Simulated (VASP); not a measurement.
# SiTe2 (P-3m1) in VASP: notebook

Runs on SiTe2. Level: LDA. Tasks: single point, relaxation of cell and atoms.

Everything below comes from runs of VASP 6.6.1. Logs are shortened: lines on timing, memory, paths and dates and some standing lists are left out, and cuts for length are marked.

### 1 The cell of the first run

Symmetry: P-3m1, No. 164, trigonal system. The conventional cell has a = 3.327 Å, b = 3.327 Å, c = 5.497 Å, α = 90.00°, β = 90.00°, γ = 120.00°. Within 3.3 Å of Si (site symmetry -3m) lie 6 Te at 2.51 Å. Te (site symmetry 3m) has 3 Si at 2.51 Å and 3 Te at 2.97 Å within 3.3 Å.

### 2 Single point, LDA

The input, INCAR:

```
  ALGO = Normal
  EDIFF = 1E-6
  ENCUT = 520
  GGA = CA
  ISIF = 2
  ISMEAR = -1
  LASPH = True
  LCHARG = False
  LREAL = False
  LWAVE = False
  NBANDS = 15
  NELM = 100
  PREC = Accurate
  SIGMA = 0.02
```

The input, KPOINTS:

```
k-points
0
Gamma
  5 5 3
```

The input, POSCAR:

```
SiTe2
1.0
    3.3265491174      0.0000000000      0.0000000000
   -1.6632745587      2.8808760426      0.0000000000
    0.0000000000      0.0000000000      5.4965153302
Si Te
1 2
Direct
    0.0000000000      0.0000000000      0.0000000000
    0.3333333333      0.6666666667      0.2933247669
    0.6666666667      0.3333333333      0.7066752331
```

Potentials or basis: VASP PAW LDA potentials, release 64 (Si, Te).

Started as:

```
$ cat potpaw_LDA.64/Si/POTCAR potpaw_LDA.64/Te/POTCAR > POTCAR
$ mpirun -np 1 vasp_std > vasp.out
```

OUTCAR:

```text
EDIFF = 1E-6
   ENCUT = 520
   GGA = CA
   ISIF = 2
   ISMEAR = -1
   LASPH = True
   LREAL = False
   NELM = 100
   PREC = Accurate

 ion  position               nearest neighbor table
   1  0.000  0.000  0.000-   2 2.51   3 2.51   2 2.51   3 2.51   3 2.51   2 2.51
   2  0.333  0.667  0.293-   1 2.51   1 2.51   1 2.51   3 2.97   3 2.97   3 2.97
   3  0.667  0.333  0.707-   1 2.51   1 2.51   1 2.51   2 2.97   2 2.97   2 2.97

  LATTYP: Found a hexagonal cell.
 ALAT       =     3.3265491174
 C/A-ratio  =     1.6523175027

  Lattice vectors:

 A1 = (   3.3265491174,   0.0000000000,   0.0000000000)
 A2 = (  -1.6632745587,   2.8808760426,   0.0000000000)
 A3 = (   0.0000000000,   0.0000000000,   5.4965153302)

Analysis of symmetry for initial positions (statically):
=====================================================================
 Subroutine PRICEL returns:
 Original cell was already a primitive cell.

 Routine SETGRP: Setting up the symmetry group for a
 hexagonal supercell.

 Subroutine GETGRP returns: Found 12 space group operations
 (whereof 12 operations were pure point group operations)
 out of a pool of 24 trial point group operations.

The static configuration has the point symmetry D_3d.

Analysis of symmetry for dynamics (positions and initial velocities):
=====================================================================
 Subroutine PRICEL returns:
 Original cell was already a primitive cell.

 Routine SETGRP: Setting up the symmetry group for a
 hexagonal supercell.

 Subroutine GETGRP returns: Found 12 space group operations
 (whereof 12 operations were pure point group operations)
 out of a pool of 24 trial point group operations.

The dynamic configuration has the point symmetry D_3d.

 Subroutine INISYM returns: Found 12 space group operations
 (whereof 12 operations are pure point group operations),
 and found     1 'primitive' translations

----------------------------------------------------------------------------------------

                                     Primitive cell

  volume of cell :      52.6752

  direct lattice vectors                    reciprocal lattice vectors
     3.326549117  0.000000000  0.000000000     0.300611825  0.173558318  0.000000000
    -1.663274559  2.880876043  0.000000000     0.000000000  0.347116636  0.000000000
     0.000000000  0.000000000  5.496515330     0.000000000  0.000000000  0.181933451

[... 81 lines left out ...]
   TEBEG  =    0.0;   TEEND  =   0.0 temperature during run
   PSTRESS=    0.0 pullay stress
   NELECT =      16.0000    total number of electrons
   NUPDOWN=      -1.0000    fix difference up-down
   EMIN   =  10.00;   EMAX   =-10.00  energy-range for DOS
   EFERMI =   0.00;   METHOD = LEGACY
   ISMEAR =    -1;   SIGMA  =   0.02  broadening in eV -4-tet -1-fermi 0-gaus
   EFERMI_NEDOS =   21; number of points for ismear=-14 and -15
   IALGO  =     38    algorithm
   IMIX   =      4    mixing-type and parameters
     AMIX     =   0.40;   BMIX     =  1.00
     AMIX_MAG =   1.60;   BMIX_MAG =  1.00
  volume/ion in A,a.u.               =      17.56       118.49
  Fermi-wavevector in a.u.,A,eV,Ry     =   1.100473  2.079593 16.477219  1.211041
  Thomas-Fermi vector in A             =   2.236885
   LORBIT       =      0    0 simple, 1 ext, 2 COOP (PROOUT), +10 PAW based schemes
   GGA     = CA    functional components
   LHFCALC =     F    Hartree Fock is set to
   AEXX    =    0.0000 exact exchange contribution
   IVDW    =     0    specifies the selected vdW correction
   LEPSILON=     F    determine dielectric tensor
   LRPA    =     F    only Hartree local field effects (RPA)
 non-spin polarized calculation
  energy-cutoff  :      520.00
  volume of cell :       52.68
 maximum number of plane-waves:      1430
 NGX is ok and might be reduce to    28
   NGX = 13   NGY = 13   NGZ = 21

 number of electron      16.0000000 magnetization

 Free energy of the ion-electron system (eV)
  ---------------------------------------------------
  ext. energy  EPLUGINS =         0.00000000
  ---------------------------------------------------
  free energy    TOTEN  =       -11.13120590 eV

  energy without entropy =      -11.12969102  energy(sigma->0) =      -11.13044846

 E-fermi :  13.2490     XC(G=0): -11.7251

 val. band max:       13.2169411998   @ k =   0.4000   0.0000   0.0000
 cond. band min:      13.3742767130   @ k =   0.2000   0.0000   0.0000
 fundamental gap:      0.1573355132
 Fermi energy:        13.2489981027

 k-point     1 :       0.0000    0.0000    0.0000
  band No.  band energies     occupation
      1      -4.0396      2.00000
      2      -0.1333      2.00000
      3       2.4715      2.00000
      4      12.8940      2.00000
      5      12.8940      2.00000
      6      13.1284      1.99520
      7      13.1284      1.99520
      8      14.2407      0.00000
      9      16.7708      0.00000
     10      17.6272      0.00000
     11      17.7595      0.00000
     12      17.7595      0.00000
     13      18.0445      0.00000
     14      19.5816      0.00000
[... 185 lines left out ...]
      2       1.0140      2.00000
      3       3.4399      2.00000
      4       4.8397      2.00000
      5       6.3353      2.00000
      6       7.7796      2.00000
      7      10.4547      2.00000
      8      11.3035      2.00000
      9      14.1262      0.00000
     10      16.0881      0.00000
     11      16.3248      0.00000
     12      17.9124      0.00000
     13      19.1148      0.00000
     14      20.2323      0.00000
     15      23.4549      0.00000

------------------------ aborting loop because EDIFF is reached ----------------------------------------

  FORCE on cell =-STRESS in cart. coord.  units (eV):
  Direction    XX          YY          ZZ          XY          YZ          ZX
  --------------------------------------------------------------------------------------
  -------------------------------------------------------------------------------------
  Total       15.0232609     15.0232609     15.1715484      0.0000000      0.0000000      0.0000000
  in kB      456.9501623    456.9501623    461.4605001      0.0000000      0.0000000      0.0000000
  external PRESSURE =     458.4536082 kB  Pullay stress =       0.0000000 kB

 VOLUME and BASIS-vectors are now :
 -----------------------------------------------------------------------------
  energy-cutoff  :      520.00
  volume of cell :       52.68
      direct lattice vectors                 reciprocal lattice vectors
     3.326549117  0.000000000  0.000000000     0.300611825  0.173558318  0.000000000
    -1.663274559  2.880876043  0.000000000     0.000000000  0.347116636  0.000000000
     0.000000000  0.000000000  5.496515330     0.000000000  0.000000000  0.181933451

 POSITION                                       TOTAL-FORCE (eV/Angst)
 -----------------------------------------------------------------------------------
      0.00000      0.00000      0.00000        -0.000000      0.000000      0.000000
     -0.00000      1.92058      1.61226        -0.000000      0.000000      0.060159
      1.66327      0.96029      3.88425         0.000000      0.000000     -0.060159
 -----------------------------------------------------------------------------------
    total drift:                                0.000000     -0.000000     -0.000000

  FREE ENERGIE OF THE ION-ELECTRON SYSTEM (eV)
  ---------------------------------------------------
  free  energy   TOTEN  =       -11.1312058950 eV

  energy  without entropy=      -11.1296910167  energy(sigma->0) =      -11.13044846
```

OSZICAR:

```text
N       E                     dE             d eps       ncg     rms          rms(c)
DAV:   1     0.571209918842E+02    0.57121E+02   -0.63406E+03   360   0.895E+02
DAV:   2    -0.847429201670E+01   -0.65595E+02   -0.61159E+02   473   0.151E+02
DAV:   3    -0.113937567788E+02   -0.29195E+01   -0.28775E+01   473   0.326E+01
DAV:   4    -0.114266792792E+02   -0.32923E-01   -0.32911E-01   493   0.404E+00
DAV:   5    -0.114271553206E+02   -0.47604E-03   -0.47603E-03   465   0.517E-01    0.176E+01
DAV:   6    -0.111651069996E+02    0.26205E+00   -0.32536E-01   465   0.438E+00    0.968E+00
DAV:   7    -0.111332552106E+02    0.31852E-01   -0.88552E-02   465   0.164E+00    0.302E+00
DAV:   8    -0.111317733311E+02    0.14819E-02   -0.60929E-03   444   0.546E-01    0.433E-01
DAV:   9    -0.111312412179E+02    0.53211E-03   -0.97667E-04   451   0.206E-01    0.166E-01
DAV:  10    -0.111312063577E+02    0.34860E-04   -0.12181E-04   493   0.638E-02    0.678E-02
DAV:  11    -0.111312076970E+02   -0.13394E-05   -0.92091E-06   487   0.190E-02    0.120E-02
DAV:  12    -0.111312058872E+02    0.18098E-05   -0.43321E-06   444   0.116E-02    0.384E-03
DAV:  13    -0.111312058950E+02   -0.78219E-08   -0.19668E-07   292   0.312E-03
   1 F= -.11131206E+02 E0= -.11130448E+02  d E =-.151488E-02
```

stdout:

```text
POSCAR found type information on POSCAR SiTe
 POSCAR found :  2 types and       3 ions
 scaLAPACK will be used
 LDA part: xc-table for (Slater(with rela. corr.)+CA(PZ))
 , standard interpolation
 POSCAR, INCAR and KPOINTS ok, starting setup
 FFT: planning ... GRIDC
 FFT: planning ... GRID_SOFT
 FFT: planning ... GRID
 WAVECAR not read
 entering main loop
```

Run time: 6.4 s. Hardware: 1 thread of Intel Xeon 6975P-C (Granite Rapids), shared host; peak memory 0.15 GiB.

Results:

```yaml
Free_energy: -11.1312 eV
Pressure: 45.8 GPa
Largest_force: 0.060 eV/Å
Band_gap_on_the_k_mesh: zero (band 8 reaches 14.24 eV, above the bottom of band 9 at 11.84 eV)
```

Forces on the atoms (eV/Å):
```
Si   0.000  0.000  0.000
Te   0.000  0.000  0.060
Te   0.000  0.000 -0.060
```

Caveat: the k points lie up to 0.44 Å⁻¹ apart; spin-orbit coupling is left out, which moves the levels of the heavy elements.

### 3 Single point, LDA

This run uses another cell than the first one, of 18.87 Å³/atom, 1.075 times its volume.

INCAR: that of step 2 with these lines changed.

```diff
@@ -7,4 +7,6 @@
   LASPH = True
-  LCHARG = False
+  LCHARG = True
+  LELF = True
   LREAL = False
+  LVHAR = True
   LWAVE = False
```

KPOINTS is that of step 2.

The input, POSCAR:

```
SiTe2
1.0
    3.4214200065      0.0000000000      0.0000000000
   -1.7107100033      2.9630366427      0.0000000000
    0.0000000000      0.0000000000      5.5837616524
Si Te
1 2
Direct
    0.0000000000      0.0000000000      0.0000000000
    0.3333333333      0.6666666667      0.2906896029
    0.6666666667      0.3333333333      0.7093103971
```

Potentials or basis: VASP PAW LDA potentials, release 64 (Si, Te).

Started as:

```
$ cat potpaw_LDA.64/Si/POTCAR potpaw_LDA.64/Te/POTCAR > POTCAR
$ mpirun -np 1 vasp_std > vasp.out
```

Run time: 7 s. Hardware: 1 thread of Intel Xeon 6975P-C (Granite Rapids), shared host; peak memory 0.14 GiB.

The run converged. Its results:

```yaml
Free_energy: -12.0563 eV
Pressure: 30.6 GPa
Largest_force: 0.055 eV/Å
Band_gap_on_the_k_mesh: zero (band 8 reaches 12.75 eV, above the bottom of band 9 at 10.75 eV)
```

Forces on the atoms (eV/Å):
```
Si   0.000  0.000  0.000
Te   0.000  0.000  0.055
Te   0.000  0.000 -0.055
```

Stress tensor (GPa, compression positive):
```
30.48  0.00  0.00
 0.00 30.48  0.00
 0.00  0.00 30.82
```

Levels at points of the mesh, in eV from the Fermi level:
| k point | band 5 | band 6 | band 7 | band 8 | band 9 | band 10 | band 11 | band 12 |
| --- | --- | --- | --- | --- | --- | --- | --- | --- |
| (0.00, 0.00, 0.00) | -0.40 | -0.25 | -0.25 | 0.85 | 2.89 | 4.24 | 4.24 | 4.50 |

Caveat: the k points lie up to 0.42 Å⁻¹ apart; spin-orbit coupling is left out, which moves the levels of the heavy elements.

### 4 Single point, LDA

This run uses another cell than the first one, of 21.02 Å³/atom, 1.197 times its volume.

The input, INCAR:

```
ALGO = Normal
EDIFF = 1E-6
ENCUT = 520
GGA = CA
ISIF = 2
ISMEAR = -1
LASPH = T
LCHARG = F
LREAL = F
LWAVE = F
NBANDS = 15
NELM = 60
PREC = Accurate
SIGMA = 0.02
```

KPOINTS is that of step 3.

The input, POSCAR:

```
SiTe2
1.0
    3.5827891591      0.0000000000      0.0000000000
   -1.7913945795      3.1027864281      0.0000000000
    0.0000000000      0.0000000000      5.6732224786
Si Te
1 2
Direct
    0.0000000000      0.0000000000      0.0000000000
    0.3333333333      0.6666666667      0.2791217679
    0.6666666667      0.3333333333      0.7208782321
```

Started as:

```
$ cat potpaw_LDA.64/Si/POTCAR potpaw_LDA.64/Te/POTCAR > POTCAR
$ mpirun -np 1 vasp_std > vasp.out
```

Wall time 5.6 s (1 thread of Intel Xeon 6975P-C (Granite Rapids), shared host); peak memory 0.15 GiB.

The run converged. Its results:

| Item | Value |
| --- | --- |
| Free energy | -12.9441 eV |
| Pressure | 15.4 GPa |
| Largest force | 0.048 eV/Å |
| Band gap on the k mesh | zero (band 8 reaches 10.74 eV, above the bottom of band 9 at 9.21 eV) |

Forces in eV/Å, atoms in the order of the input:
```
Si   0.000  0.000  0.000
Te   0.000  0.000  0.048
Te   0.000  0.000 -0.048
```

Stress tensor (GPa, compression positive):
```
15.37  0.00  0.00
 0.00 15.37  0.00
 0.00  0.00 15.55
```

Levels at points of the mesh, in eV from the Fermi level:
| k point | band 5 | band 6 | band 7 | band 8 | band 9 | band 10 | band 11 | band 12 |
| --- | --- | --- | --- | --- | --- | --- | --- | --- |
| (0.00, 0.00, 0.00) | -0.77 | -0.68 | -0.68 | 0.59 | 1.79 | 3.67 | 3.73 | 3.73 |

Caveat: the k points lie up to 0.41 Å⁻¹ apart; spin-orbit coupling is left out, which moves the levels of the heavy elements.

### 5 Single point, LDA

This run uses another cell than the first one, of 26.29 Å³/atom, 1.498 times its volume.

The input, INCAR:

```
SYSTEM = SiTe2
PREC     = Accurate       ! precision mode
ENCUT    = 520            ! plane-wave cutoff, eV
EDIFF    = 1E-6           ! SCF threshold, eV
ISMEAR   = -1             ! smearing method
SIGMA    = 0.02           ! smearing width, eV
LREAL    = .FALSE.        ! projectors in reciprocal space
LASPH    = .TRUE.         ! aspherical terms in the spheres
NELM     = 100            ! most SCF steps
ALGO     = Normal         ! electronic algorithm
ISIF     = 2              ! what is computed and relaxed
LWAVE    = .FALSE.        ! write WAVECAR
LCHARG   = .TRUE.         ! write CHGCAR
LELF     = .TRUE.         ! ELF
LVHAR    = .TRUE.       
NBANDS   = 15             ! bands
```

The input, KPOINTS:

```
regular mesh
0
G
  5 5 3
  0 0 0
```

The input, POSCAR:

```
SiTe2
1.0
    3.7261339618      0.0000000000      0.0000000000
   -1.8630669809      3.2269266689      0.0000000000
    0.0000000000      0.0000000000      6.5603601799
Si Te
1 2
Direct
    0.0000000000      0.0000000000      0.0000000000
    0.3333333333      0.6666666667      0.2470825592
    0.6666666667      0.3333333333      0.7529174408
```

Started as:

```
$ cat potpaw_LDA.64/Si/POTCAR potpaw_LDA.64/Te/POTCAR > POTCAR
$ mpirun -np 1 vasp_std > vasp.out
```

Run time: 6.5 s. Hardware: 1 thread of Intel Xeon 6975P-C (Granite Rapids), shared host; peak memory 0.16 GiB.

The run converged. Its results:

| Quantity | Value |
| --- | --- |
| Free energy | -13.4784 eV |
| Pressure | 0.2 GPa |
| Largest force | 0.037 eV/Å |
| Band gap on the k mesh | zero (band 8 reaches 7.01 eV, above the bottom of band 9 at 6.14 eV) |

Forces in eV/Å, atoms in the order of the input:
```
Si   0.000  0.000  0.000
Te   0.000  0.000  0.037
Te   0.000  0.000 -0.037
```

Stress tensor (GPa, compression positive):
```
0.15 0.00 0.00
0.00 0.15 0.00
0.00 0.00 0.26
```

Levels at points of the mesh, in eV from the Fermi level:
```
           k point  band 4  band 5  band 6  band 7  band 8  band 9  band 10  band 11  band 12  band 13
(0.00, 0.00, 0.00)   -0.71   -0.58   -0.58   -0.12   -0.12    1.02     3.30     3.38     3.38     5.03
```

Caveat: the k points lie up to 0.39 Å⁻¹ apart; spin-orbit coupling is left out, which moves the levels of the heavy elements.

(Part 1 of 2 ends here.)
